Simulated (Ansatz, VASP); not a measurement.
# One calculation of SnO2, two programs

```
Sn O
1.0
     3.25197    0.00000    0.00000
    -1.62599    2.81629    0.00000
     0.00000    0.00000   10.86202
Sn O
2 4
Direct
  0.00000 0.00000 0.00000
  0.00000 0.00000 0.50000
  0.33333 0.66667 0.90586
  0.33333 0.66667 0.59414
  0.66667 0.33333 0.09414
  0.66667 0.33333 0.40586
```

Alike in both runs: task single point; functional PBE; k mesh 9 × 9 × 3; occupations fermi-dirac, width 0.05 eV; no spin polarisation.

|  | VASP | Ansatz |
| --- | --- | --- |
| version | VASP 6.6.1 | Ansatz 0.2.0 |
| potentials or method | VASP PAW PBE potentials, release 64 (Sn_d, O) | Ansatz PAW |
| plane-wave cutoff (eV) | 520 | 420 |
| valence electrons in the cell | 52 | 52 |

VASP gave:

| Property | Result |
| --- | --- |
| gap on the k mesh at the Fermi level (eV) | 1.97 |
| least direct gap on the mesh (eV) | 2.34 |
| pressure (GPa) | -2.3 |
| traceless stress, the component that is largest in VASP (GPa) | 1.26 |
| rms of the force components (eV/Å) | 0.117 |

Task: Which values does Ansatz return?

Result: gap on the k mesh at the Fermi level (eV): 1.99; least direct gap on the mesh (eV): 2.36; pressure (GPa): -2.7; traceless stress, the component that is largest in VASP (GPa): 1.55; rms of the force components (eV/Å): 0.140.

Atom by atom the forces differ by 0.022 eV/Å (rms over components). The functional is the same, so the differences come from potentials, cutoffs and numerics.

Noted on Ansatz's run: odd divisions of the mesh miss points on the zone boundary, where band edges often lie, so the gap on the mesh can be too wide.
